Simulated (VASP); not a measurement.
# MgO (Fm-3m) in VASP: notebook

MgO is run at these levels: LDA; tasks: relaxation of cell and atoms, single point.

Everything below comes from runs of VASP 6.6.1. Logs are shortened: lines on timing, memory, paths and dates and some standing lists are left out, and cuts for length are marked.

## Step 1: The cell of the first run

Symmetry: Fm-3m, No. 225, cubic system. Conventional cell: a = 4.159 Å, b = 4.159 Å, c = 4.159 Å, α = 90.00°, β = 90.00°, γ = 90.00°. Mg (site symmetry m-3m) has 6 O at 2.08 Å within 2.8 Å. Within 2.8 Å of O (site symmetry m-3m) lie 6 Mg at 2.08 Å.

## Step 2: Relaxation of cell and atoms, LDA, target pressure 4 GPa, at which the enthalpy is minimised

INCAR reads:

```
SYSTEM = MgO
ALGO = Normal ; EDIFF = 1E-7
EDIFFG = -0.002 ; ENCUT = 750
GGA = CA ; GGA_COMPAT = .False.
IBRION = 2 ; ISIF = 3
ISMEAR = 0 ; LASPH = .True.
LCHARG = .False. ; LREAL = .False.
LWAVE = .False. ; NELM = 120
NELMIN = 4 ; NSW = 100
PREC = Accurate ; PSTRESS = 40.0
SIGMA = 0.01
```

KPOINTS reads:

```
k-points
0
Gamma
  10 10 10
  0 0 0
```

POSCAR reads:

```
MgO
1.0
    2.0795922154      2.0795922154      0.0000000000
   -2.0795922154      2.0795922154      0.0000000000
    0.0000000000      2.0795922154      2.0795922154
Mg O
1 1
Direct
    0.0000000000      0.0000000000      0.0000000000
    0.5000000000      0.5000000000      0.0000000000
```

Potentials or basis: VASP PAW LDA potentials, release 64 (Mg_sv, O).

Launch:

```bash
$ cat potpaw_LDA.64/Mg_sv/POTCAR potpaw_LDA.64/O/POTCAR > POTCAR
$ mpirun -np 1 vasp_std > vasp.out
```

OUTCAR:

```text
SYSTEM = MgO
   EDIFF = 1E-7
   EDIFFG = -0.002
   ENCUT = 750
   GGA = CA
   IBRION = 2
   ISIF = 3
   ISMEAR = 0
   LASPH = .True.
   LREAL = .False.
   NELM = 120
   NELMIN = 4
   NSW = 100
   PREC = Accurate
   PSTRESS = 40.0

 ion  position               nearest neighbor table
   1  0.000  0.000  0.000-   2 2.08   2 2.08   2 2.08   2 2.08   2 2.08   2 2.08
   2  0.500  0.500  0.000-   1 2.08   1 2.08   1 2.08   1 2.08   1 2.08   1 2.08

  LATTYP: Found a face centered cubic cell.
 ALAT       =     4.1591844308

  Lattice vectors:

 A1 = (   0.0000000000,   2.0795922154,   2.0795922154)
 A2 = (   2.0795922154,   0.0000000000,   2.0795922154)
 A3 = (   2.0795922154,   2.0795922154,   0.0000000000)

Analysis of symmetry for initial positions (statically):
=====================================================================
 Subroutine PRICEL returns:
 Original cell was already a primitive cell.

 Routine SETGRP: Setting up the symmetry group for a
 face centered cubic supercell.

 Subroutine GETGRP returns: Found 48 space group operations
 (whereof 48 operations were pure point group operations)
 out of a pool of 48 trial point group operations.

The static configuration has the point symmetry O_h .

Analysis of symmetry for dynamics (positions and initial velocities):
=====================================================================
 Subroutine PRICEL returns:
 Original cell was already a primitive cell.

 Routine SETGRP: Setting up the symmetry group for a
 face centered cubic supercell.

 Subroutine GETGRP returns: Found 48 space group operations
 (whereof 48 operations were pure point group operations)
 out of a pool of 48 trial point group operations.

The dynamic configuration has the point symmetry O_h .

 Subroutine INISYM returns: Found 48 space group operations
 (whereof 48 operations are pure point group operations),
 and found     1 'primitive' translations

----------------------------------------------------------------------------------------

                                     Primitive cell

  volume of cell :      17.9872

  direct lattice vectors                    reciprocal lattice vectors
     2.079592215  2.079592215  0.000000000     0.240431752  0.240431752 -0.240431752
    -2.079592215  2.079592215  0.000000000    -0.240431752  0.240431752 -0.240431752
     0.000000000  2.079592215  2.079592215     0.000000000  0.000000000  0.480863504

  length of vectors
     2.940987515  2.940987515  2.940987515     0.416440010  0.416440010  0.480863504

  position of ions in fractional coordinates (direct lattice)
     0.000000000  0.000000000  0.000000000
     0.500000000  0.500000000  0.000000000

  ion indices of the primitive-cell ions
   primitive index   ion index
                 1           1
                 2           2

----------------------------------------------------------------------------------------

 KPOINTS: k-points

Automatic generation of k-mesh.
 Grid dimensions read from file:
 generate k-points for:   10   10   10

 Generating k-lattice:

  Cartesian coordinates                     Fractional coordinates (reciprocal lattice)
     0.024043175  0.024043175 -0.024043175     0.100000000  0.000000000  0.000000000
    -0.024043175  0.024043175 -0.024043175     0.000000000  0.100000000  0.000000000
     0.000000000  0.000000000  0.048086350     0.000000000  0.000000000  0.100000000

  Length of vectors
     0.041644001  0.041644001  0.048086350

  Shift w.r.t. Gamma in fractional coordinates (k-lattice)
     0.000000000  0.000000000  0.000000000

 Subroutine IBZKPT returns following result:
 ===========================================

 Found     47 irreducible k-points:

 Following reciprocal coordinates:
            Coordinates               Weight
  0.000000  0.000000  0.000000      1.000000
  0.100000  0.000000  0.000000      8.000000
  0.200000  0.000000  0.000000      8.000000
  0.300000  0.000000  0.000000      8.000000
  0.400000  0.000000  0.000000      8.000000
  0.500000  0.000000  0.000000      4.000000
[... 16 lines left out ...]
  0.300000  0.300000  0.000000     12.000000
  0.400000  0.300000  0.000000     24.000000
 [... further k-points ...]
   k-points           NKPTS =     47   k-points in BZ     NKDIM =     47   number of bands    NBANDS=     12
   number of dos      NEDOS =    301   number of ions     NIONS =      2
   total plane-waves  NPLWV =  21952
   dimension x,y,z NGX =    28 NGY =   28 NGZ =   28
   dimension x,y,z NGXF=    56 NGYF=   56 NGZF=   56
   ions per type =               1   1
   NGX,Y,Z   is equivalent  to a cutoff of  15.83, 15.83, 15.83 a.u.
   NGXF,Y,Z  is equivalent  to a cutoff of  31.66, 31.66, 31.66 a.u.
 SYSTEM =  MgO
   PREC   = accura    normal or accurate (medium, high low for compatibility)
   ISTART =      0    job   : 0-new  1-cont  2-samecut
   ICHARG =      2    charge: 1-file 2-atom 10-const
   ISPIN  =      1    spin polarized calculation?
   LNONCOLLINEAR =      F non collinear calculations
   LSORBIT =      F    spin-orbit coupling
   LASPH  =      T    aspherical Exc in radial PAW
   ENCUT  =  750.0 eV  55.12 Ry    7.42 a.u.   6.57  6.57  6.57*2*pi/ulx,y,z
   NELM   =    120;   NELMIN=  4; NELMDL= -5     # of ELM steps
   EDIFF  = 0.1E-06   stopping-criterion for ELM
   LREAL  =      F    real-space projection
   EDIFFG = -.2E-02   stopping-criterion for IOM
   NSW    =    100    number of steps for IOM
   IBRION =      2    ionic relax: 0-MD 1-quasi-New 2-CG
   NFREE  =      1    steps in history (QN), initial steepest desc. (CG)
   ISIF   =      3    stress and relaxation
   ISYM   =      2    0-nonsym 1-usesym 2-fastsym
   POTIM  = 0.5000    time-step for ionic-motion
   TEBEG  =    0.0;   TEEND  =   0.0 temperature during run
   PSTRESS=   40.0 pullay stress
   NELECT =      16.0000    total number of electrons
   NUPDOWN=      -1.0000    fix difference up-down
   EMIN   =  10.00;   EMAX   =-10.00  energy-range for DOS
   EFERMI =   0.00;   METHOD = LEGACY
   ISMEAR =     0;   SIGMA  =   0.01  broadening in eV -4-tet -1-fermi 0-gaus
   EFERMI_NEDOS =   21; number of points for ismear=-14 and -15
   IALGO  =     38    algorithm
   IMIX   =      4    mixing-type and parameters
     AMIX     =   0.40;   BMIX     =  1.00
     AMIX_MAG =   1.60;   BMIX_MAG =  1.00
  volume/ion in A,a.u.               =       8.99        60.69
  Fermi-wavevector in a.u.,A,eV,Ry     =   1.574442  2.975264 33.727038  2.478867
  Thomas-Fermi vector in A             =   2.675576
   LORBIT       =      0    0 simple, 1 ext, 2 COOP (PROOUT), +10 PAW based schemes
   GGA     = CA    functional components
   LHFCALC =     F    Hartree Fock is set to
   AEXX    =    0.0000 exact exchange contribution
   IVDW    =     0    specifies the selected vdW correction
   LEPSILON=     F    determine dielectric tensor
   LRPA    =     F    only Hartree local field effects (RPA)
 conjugate gradient relaxation of ions
 non-spin polarized calculation
 Gauss-broadening in eV      SIGMA  =   0.01
  energy-cutoff  :      750.00
  volume of cell :       17.99
 maximum number of plane-waves:       869
 NGX is ok and might be reduce to    28
   NGX = 13   NGY = 13   NGZ = 13

--------------------------------------- Ionic step        1  -------------------------------------------

 number of electron      15.9999996 magnetization

 Free energy of the ion-electron system (eV)
  ---------------------------------------------------
  ext. energy  EPLUGINS =         0.00000000
  ---------------------------------------------------
  free energy    TOTEN  =       -13.23528561 eV

  energy without entropy =      -13.23528561  energy(sigma->0) =      -13.23528561

------------------------ aborting loop because EDIFF is reached ----------------------------------------

  FORCE on cell =-STRESS in cart. coord.  units (eV):
  Direction    XX          YY          ZZ          XY          YZ          ZX
  --------------------------------------------------------------------------------------
  -------------------------------------------------------------------------------------
  Total        0.0068075      0.0068075      0.0068075     -0.0000000      0.0000000      0.0000000
  in kB        0.6063624      0.6063624      0.6063624     -0.0000000      0.0000000      0.0000000
  external PRESSURE =     -39.3936376 kB  Pullay stress =      40.0000000 kB

 VOLUME and BASIS-vectors are now :
 -----------------------------------------------------------------------------
  energy-cutoff  :      750.00
  volume of cell :       17.99
      direct lattice vectors                 reciprocal lattice vectors
     2.079592215  2.079592215  0.000000000     0.240431752  0.240431752 -0.240431752
    -2.079592215  2.079592215  0.000000000    -0.240431752  0.240431752 -0.240431752
     0.000000000  2.079592215  2.079592215     0.000000000  0.000000000  0.480863504
[... 46 lines left out ...]
  FREE ENERGIE OF THE ION-ELECTRON SYSTEM (eV)
  ---------------------------------------------------
  free  energy   TOTEN  =       -13.2242684044 eV

  energy  without entropy=      -13.2242684044  energy(sigma->0) =      -13.22426840

  enthalpy is  TOTEN    =       -12.7894176974 eV   P V=        0.4348507070

--------------------------------------- Ionic step        3  -------------------------------------------

 number of electron      16.0000002 magnetization

 Free energy of the ion-electron system (eV)
  ---------------------------------------------------
  ext. energy  EPLUGINS =         0.00000000
  ---------------------------------------------------
  free energy    TOTEN  =       -13.23063194 eV

  energy without entropy =      -13.23063194  energy(sigma->0) =      -13.23063194

 E-fermi :   3.2372     XC(G=0): -12.2401

 val. band max:        3.0191699548   @ k =   0.0000   0.0000   0.0000
 cond. band min:       8.2817706798   @ k =   0.0000   0.0000   0.0000
 fundamental gap:      5.2626007250
 Fermi energy:         3.2371520023

 k-point     1 :       0.0000    0.0000    0.0000
  band No.  band energies     occupation
      1     -68.1300      2.00000
      2     -35.5864      2.00000
      3     -35.5864      2.00000
      4     -35.5864      2.00000
      5     -14.2805      2.00000
      6       3.0192      2.00000
      7       3.0192      2.00000
      8       3.0192      2.00000
      9       8.2818      0.00000
     10      18.8672      0.00000
     11      18.8672      0.00000
     12      18.8672      0.00000

 k-point     2 :       0.1000    0.0000    0.0000
  band No.  band energies     occupation
      1     -68.1288      2.00000
      2     -35.5975      2.00000
      3     -35.5874      2.00000
      4     -35.5874      2.00000
      5     -14.1553      2.00000
      6       2.3499      2.00000
      7       2.9424      2.00000
      8       2.9424      2.00000
      9       8.8966      0.00000
     10      17.6264      0.00000
     11      19.1292      0.00000
     12      19.1292      0.00000
[... 316 lines left out ...]
 k-point    24 :       0.4000    0.3000    0.0000
  band No.  band energies     occupation
      1     -68.1135      2.00000
      2     -35.6696      2.00000
      3     -35.6450      2.00000
      4     -35.6106      2.00000
      5     -12.4927      2.00000
      6      -0.7996      2.00000
      7       0.1466      2.00000
      8       1.8780      2.00000
      9      13.3132      0.00000
     10      15.4876      0.00000
     11      16.0205      0.00000
     12      21.2774      0.00000

 [... further k-points ...]

------------------------ aborting loop because EDIFF is reached ----------------------------------------

  FORCE on cell =-STRESS in cart. coord.  units (eV):
  Direction    XX          YY          ZZ          XY          YZ          ZX
  --------------------------------------------------------------------------------------
  -------------------------------------------------------------------------------------
  Total        0.4396813      0.4396813      0.4396813      0.0000000      0.0000000     -0.0000000
  in kB       39.9862665     39.9862665     39.9862665      0.0000000      0.0000000     -0.0000000
  external PRESSURE =      -0.0137335 kB  Pullay stress =      40.0000000 kB

 VOLUME and BASIS-vectors are now :
 -----------------------------------------------------------------------------
  energy-cutoff  :      750.00
  volume of cell :       17.62
      direct lattice vectors                 reciprocal lattice vectors
     2.065233840  2.065233840  0.000000000     0.242103335  0.242103335 -0.242103335
    -2.065233840  2.065233840 -0.000000000    -0.242103335  0.242103335 -0.242103335
     0.000000000  2.065233840  2.065233840    -0.000000000 -0.000000000  0.484206670

 POSITION                                       TOTAL-FORCE (eV/Angst)
 -----------------------------------------------------------------------------------
     -0.00000      0.00000      0.00000         0.000000      0.000000      0.000000
      0.00000      2.06523      0.00000        -0.000000     -0.000000      0.000000
 -----------------------------------------------------------------------------------
    total drift:                               -0.000000      0.000000     -0.000000

  FREE ENERGIE OF THE ION-ELECTRON SYSTEM (eV)
  ---------------------------------------------------
  free  energy   TOTEN  =       -13.2306319405 eV

  energy  without entropy=      -13.2306319405  energy(sigma->0) =      -13.23063194

  enthalpy is  TOTEN    =       -12.7907996579 eV   P V=        0.4398322826

 reached required accuracy - stopping structural energy minimisation
```

Run time: 46 s. Hardware: 1 thread of AMD EPYC 7R43 (Zen 3), shared host; peak memory 0.11 GiB.

What came out:

- Free energy: -13.2306 eV
- Relaxed volume: 8.81 Å³/atom
- Relaxed cell: a = 2.921 Å, b = 2.921 Å, c = 2.921 Å, α = 60.00°, β = 60.00°, γ = 90.00°
- Space group after relaxing (to 0.1 Å): Fm-3m (No. 225)
- Energy change on relaxing (the run minimises the enthalpy): +2.3 meV/atom
- Ionic steps: 3
- Pressure after relaxing: 4.0 GPa
- Band gap on the k mesh: 5.26 eV

The path:
| step | energy change (eV) | largest force (eV/Å) | pressure (GPa) | volume (Å³) |
| --- | --- | --- | --- | --- |
| 1 | 0.0000 | 0.0000 | 0.06 | 17.99 |
| 2 | 0.0110 | 0.0000 | 6.22 | 17.42 |
| 3 | 0.0047 | 0.0000 | 4.00 | 17.62 |

Final structure:
```
Mg O
1.0
     2.06523    2.06523    0.00000
    -2.06523    2.06523    0.00000
     0.00000    2.06523    2.06523
Mg O
1 1
Direct
  0.00000 0.00000 0.00000
  0.50000 0.50000 0.00000
```

Levels at points of the mesh, in eV from the valence-band top:
```csv
k point,band 5,band 6,band 7,band 8,band 9,band 10,band 11,band 12
"(0.00, 0.00, 0.00)",-17.30,0.00,0.00,0.00,5.26,15.85,15.85,15.85
"(0.50, 0.00, 0.00)",-15.75,-4.96,-0.74,-0.74,8.11,13.08,16.61,16.61
"(0.50, 0.50, 0.00)",-15.51,-4.36,-1.45,-1.45,8.95,10.38,13.52,19.54
```

Caveat: the cell is relaxed towards a set pressure, so the run minimises the enthalpy, not the energy. Zero-point motion and thermal expansion aren't in these numbers.

## Step 3: Relaxation of cell and atoms, LDA

This run uses another cell than the first one, of 9.37 Å³/atom.

INCAR reads:

```
SYSTEM = MgO
PREC     = Accurate       ! precision mode
ENCUT    = 750            ! plane-wave cutoff, eV
EDIFF    = 1E-7           ! SCF threshold, eV
ISMEAR   = -1             ! smearing method
SIGMA    = 0.05           ! smearing width, eV
LREAL    = .FALSE.        ! projectors in reciprocal space
LASPH    = .TRUE.         ! aspherical terms in the spheres
NELM     = 120            ! most SCF steps
ALGO     = Normal         ! electronic algorithm
ISIF     = 3              ! what is computed and relaxed
LWAVE    = .FALSE.        ! write WAVECAR
LCHARG   = .FALSE.        ! write CHGCAR
IBRION   = 2              ! ionic algorithm
NSW      = 100            ! ionic steps
EDIFFG   = -0.002         ! ionic threshold
GGA_COMPAT= .FALSE.      
NELMIN   = 4
```

KPOINTS reads:

```
Automatic mesh
0
G
  14 14 14
  0 0 0
```

POSCAR reads:

```
MgO
1.0
    2.1085000000      2.1085000000      0.0000000000
   -2.1085000000      2.1085000000      0.0000000000
    0.0000000000      2.1085000000      2.1085000000
Mg O
1 1
Direct
    0.0000000000      0.0000000000      0.0000000000
    0.5000000000      0.5000000000      0.0000000000
```

Potentials or basis: VASP PAW LDA potentials, release 64 (Mg_sv, O).

Launch:

```bash
$ cat potpaw_LDA.64/Mg_sv/POTCAR potpaw_LDA.64/O/POTCAR > POTCAR
$ mpirun -np 1 vasp_std > vasp.out
```

Run time: 89 s. Hardware: 1 thread of Intel Xeon Platinum 8259CL at 2.50GHz (Skylake/Cascade Lake), shared host; peak memory 0.17 GiB.

Results (log left out):

- Free energy: -13.2400 eV
- Relaxed volume: 9.01 Å³/atom
- Relaxed cell: a = 2.942 Å, b = 2.942 Å, c = 2.942 Å, α = 60.00°, β = 60.00°, γ = 90.00°
- Space group after relaxing (to 0.1 Å): Fm-3m (No. 225)
- Energy gained by relaxing: 7.8 meV/atom
- Ionic steps: 3
- Pressure after relaxing: 0.0 GPa
- Band gap on the k mesh: 5.03 eV

Step by step:
| step | energy change (eV) | largest force (eV/Å) | pressure (GPa) | volume (Å³) |
| --- | --- | --- | --- | --- |
| 1 | 0.0000 | 0.0000 | -6.55 | 18.75 |
| 2 | -0.0130 | 0.0000 | 2.92 | 17.73 |
| 3 | -0.0156 | 0.0000 | 0.02 | 18.01 |

Final structure:
```
Mg O
1.0
     2.08049    2.08049    0.00000
    -2.08049    2.08049    0.00000
     0.00000    2.08049    2.08049
Mg O
1 1
Direct
  0.00000 0.00000 0.00000
  0.50000 0.50000 0.00000
```

Levels at points of the mesh, in eV from the valence-band top:
```
           k point  band 6  band 7  band 8  band 9  band 10  band 11
(0.00, 0.00, 0.00)    0.00    0.00    0.00    5.03    15.73    15.73
(0.50, 0.00, 0.00)   -4.86   -0.71   -0.71    7.97    12.83    16.38
(0.50, 0.50, 0.00)   -4.27   -1.42   -1.42    8.93    10.13    13.28
```

A k mesh can miss the band edges. Zero-point motion and thermal expansion aren't in these numbers.

[end of part 1 of 2]
